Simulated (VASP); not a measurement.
Set up this calculation in VASP 6.6.1, as the native input.

- Task: single point
- Functional: PBE
- Potentials or basis: VASP PAW PBE potentials, release 64 (Eu)
- Cutoff: 520 eV
- k mesh: 12 × 12 × 12
- Occupations: gaussian, width 0.05 eV
- Spin: collinear spin, ferromagnetic start
- Starting moments: [7.0] μB
- Dipole correction: no
- Further INCAR settings: ALGO = Normal; EDIFF = 1e-06; NBANDS = 18

The structure of Eu lies in POSCAR:

```
Eu
1.0
    0.0000000000      2.7893026900      2.7893026900
    2.7893026900      0.0000000000      2.7893026900
    2.7893026900      2.7893026900      0.0000000000
Eu
1
Direct
    0.0000000000      0.0000000000      0.0000000000
```

This isn't the form of Eu at room conditions, which is bcc.

The input as run:

INCAR

```
SYSTEM = Eu
  PREC = Accurate
  ENCUT = 520
  EDIFF = 1E-6
  ISMEAR = 0
  SIGMA = 0.05
  LREAL = .False.
  LASPH = .True.
  NELM = 150
  ALGO = Normal
  ISIF = 2
  LWAVE = .False.
  LCHARG = .False.
  ISPIN = 2
  MAGMOM = 7
  LORBIT = 11
  LMAXMIX = 6
  GGA = PE
  NBANDS = 18
```

KPOINTS

```
regular mesh
0
Gamma
  12 12 12
  0 0 0
```

Potentials or basis: VASP PAW PBE potentials, release 64 (Eu).

Run with:

```console
$ cat potpaw_PBE.64/Eu/POTCAR > POTCAR
$ mpirun -np 1 vasp_std > vasp.out
```

Results of the run:

- Pressure: -0.9 GPa
- Net moment: 7.57 μB per cell
- Site moments: Eu +6.74 μB
- Valence electrons inside the program's atomic spheres: Eu 14.73

It took 4.2 min on 1 thread of Oxide Virtual Turin-like Processor, with other jobs on the host, peak memory 0.23 GiB.
